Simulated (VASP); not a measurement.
# Fe (P6_3/mmc) in VASP: further runs, part 2 of 2

VASP 6.6.1.

### 4 Single point, r2SCAN, collinear spin, ferromagnetic start (13.70 Å³/atom)

This run uses another cell than the first one, of 13.70 Å³/atom.

Contents of POSCAR:

```
Fe
1.0
    2.6370693103      0.0000000000      0.0000000000
   -1.3185346552      2.2837690142      0.0000000000
    0.0000000000      0.0000000000      4.5501563944
Fe
2
Direct
    0.3333333333      0.6666666667      0.2500000000
    0.6666666667      0.3333333333      0.7500000000
```

Contents of INCAR.step1:

```
  PREC = Accurate
  ENCUT = 520
  ISMEAR = -1
  SIGMA = 0.05
  LREAL = False
  LASPH = True
  NELM = 150
  ISPIN = 2
  MAGMOM = 2.896 2.896
  LMAXMIX = 4
  NBANDS = 19
  GGA = PE
  ALGO = Normal
  EDIFF = 1E-4
  LWAVE = True
  LCHARG = False
```

Contents of INCAR.step2:

```
  PREC = Accurate
  ENCUT = 520
  EDIFF = 1E-7
  ISMEAR = -1
  SIGMA = 0.05
  LREAL = False
  LASPH = True
  NELM = 150
  ALGO = Normal
  ISIF = 2
  LWAVE = False
  LCHARG = False
  ISPIN = 2
  MAGMOM = 2.896 2.896
  LORBIT = 11
  LMAXMIX = 4
  METAGGA = R2SCAN
  LMIXTAU = True
  NBANDS = 19
  ISTART = 1
```

Contents of KPOINTS:

```
Automatic mesh
0
Gamma
  16 16 8
```

Potentials or basis: VASP PAW PBE potentials, release 64 (Fe).

Run with:

```sh
> cat potpaw_PBE.64/Fe/POTCAR > POTCAR
> cp INCAR.step1 INCAR
> mpirun -np 1 vasp_std > vasp.out
> cp INCAR.step2 INCAR
> mpirun -np 1 vasp_std > vasp.out
```

OUTCAR:

```text
PREC = Accurate
   ENCUT = 520
   EDIFF = 1E-7
   ISMEAR = -1
   LREAL = False
   LASPH = True
   NELM = 150
   ISIF = 2
   ISPIN = 2
   LORBIT = 11
   METAGGA = R2SCAN
   ISTART = 1

 ion  position               nearest neighbor table
   1  0.333  0.667  0.250-   2 2.74   2 2.74   2 2.74   2 2.74   2 2.74   2 2.74
   2  0.667  0.333  0.750-   1 2.74   1 2.74   1 2.74   1 2.74   1 2.74   1 2.74

  LATTYP: Found a hexagonal cell.
 ALAT       =     2.6370693103
 C/A-ratio  =     1.7254595382

  Lattice vectors:

 A1 = (   2.6370693103,   0.0000000000,   0.0000000000)
 A2 = (  -1.3185346552,   2.2837690142,   0.0000000000)
 A3 = (   0.0000000000,   0.0000000000,   4.5501563944)

Analysis of symmetry for initial positions (statically):
=====================================================================
 Subroutine PRICEL returns:
 Original cell was already a primitive cell.

 Routine SETGRP: Setting up the symmetry group for a
 hexagonal supercell.

 Subroutine GETGRP returns: Found 24 space group operations
[... 720 lines left out ...]

 spin component 2

 k-point     1 :       0.0000    0.0000    0.0000
  band No.  band energies     occupation
      1      -4.0687      1.00000
      2       0.8700      1.00000
      3       3.3172      1.00000
      4       4.1851      0.99997
      5       5.0583      0.00101
      6       5.0583      0.00101
[... 517 lines left out ...]
     18      21.8705      0.00000
     19      23.6628      0.00000

 [... further k-points ...]
[... 5 lines left out ...]
  --------------------------------------------------------------------------------------
  -------------------------------------------------------------------------------------
  Total       -2.7433982     -2.7433982     -2.2977314      0.0000000      0.0000000      0.0000000
  in kB     -160.3981624   -160.3981624   -134.3413796      0.0000000      0.0000000      0.0000000
  external PRESSURE =    -151.7125682 kB  Pullay stress =       0.0000000 kB

 VOLUME and BASIS-vectors are now :
 -----------------------------------------------------------------------------
  energy-cutoff  :      520.00
  volume of cell :       27.40
      direct lattice vectors                 reciprocal lattice vectors
     2.637069310  0.000000000  0.000000000     0.379208842  0.218936327  0.000000000
    -1.318534655  2.283769014  0.000000000     0.000000000  0.437872654  0.000000000
     0.000000000  0.000000000  4.550156394     0.000000000  0.000000000  0.219772666

 POSITION                                       TOTAL-FORCE (eV/Angst)
 -----------------------------------------------------------------------------------
     -0.00000      1.52251      1.13754        -0.000000     -0.000000      0.000000
      1.31853      0.76126      3.41262         0.000000      0.000000      0.000000
 -----------------------------------------------------------------------------------
    total drift:                               -0.000000      0.000000     -0.000000

  FREE ENERGIE OF THE ION-ELECTRON SYSTEM (eV)
  ---------------------------------------------------
  free  energy   TOTEN  =       -28.2476041377 eV

  energy  without entropy=      -28.2303240461  energy(sigma->0) =      -28.23896409

 total charge

# of ion       s       p       d       tot
------------------------------------------
    1        0.437   0.437   6.071   6.945
    2        0.437   0.437   6.071   6.945
--------------------------------------------------
tot          0.873   0.875  12.142  13.890

 magnetization (x)

# of ion       s       p       d       tot
------------------------------------------
    1       -0.006  -0.075   3.023   2.942
    2       -0.006  -0.075   3.023   2.942
--------------------------------------------------
tot         -0.012  -0.149   6.045   5.884
```

OUTCAR.step1:

```text
PREC = Accurate
   ENCUT = 520
   ISMEAR = -1
   LREAL = False
   LASPH = True
[... 1302 lines left out ...]
     -0.00000      1.52251      1.13754        -0.000000      0.000000      0.000000
      1.31853      0.76126      3.41262         0.000000     -0.000000      0.000000
 -----------------------------------------------------------------------------------
    total drift:                               -0.000000      0.000000     -0.000000

  FREE ENERGIE OF THE ION-ELECTRON SYSTEM (eV)
  ---------------------------------------------------
  free  energy   TOTEN  =       -15.9116839346 eV

  energy  without entropy=      -15.8855237042  energy(sigma->0) =      -15.89860382
```

It took 9.2 min on 1 thread of Intel Xeon 8259CL, shared host; peak memory 0.24 GiB.

Results:

```
Free energy                                           : -28.2476 eV
Pressure                                              : -15.2 GPa
Net moment                                            : 5.73 μB per cell
Site moments                                          : Fe +2.94 μB
Valence electrons inside the program's atomic spheres : Fe 6.95
```

Caveat: the cell stands under tension; the PAW data sets were made with another functional, which shifts forces and pressure a little.

### 5 Overview

```tsv
cell	gap on the mesh (eV)	pressure (GPa)	moment (μB)
a = 2.573, b = 2.573, c = 4.439 Å, angles 90.0, 90.0, 120.0°, 2 atoms	none	-6.1	5.68
a = 2.605, b = 2.605, c = 4.495 Å, angles 90.0, 90.0, 120.0°, 2 atoms	none	-11.2	5.70
a = 2.637, b = 2.637, c = 4.550 Å, angles 90.0, 90.0, 120.0°, 2 atoms	none	-15.2	5.73
```

Alike in all rows: task single point; level r2SCAN; potentials or basis VASP PAW PBE potentials, release 64 (Fe); spin collinear, ferromagnetic start; k mesh 16 × 16 × 8; cutoff (eV) 520; smearing fermi-dirac 0.05 eV.

Caveats: the cell stands under tension; the PAW data sets were made with another functional, which shifts forces and pressure a little.

Total energies depend on the potentials used, so only differences within one code and one set of settings carry meaning.
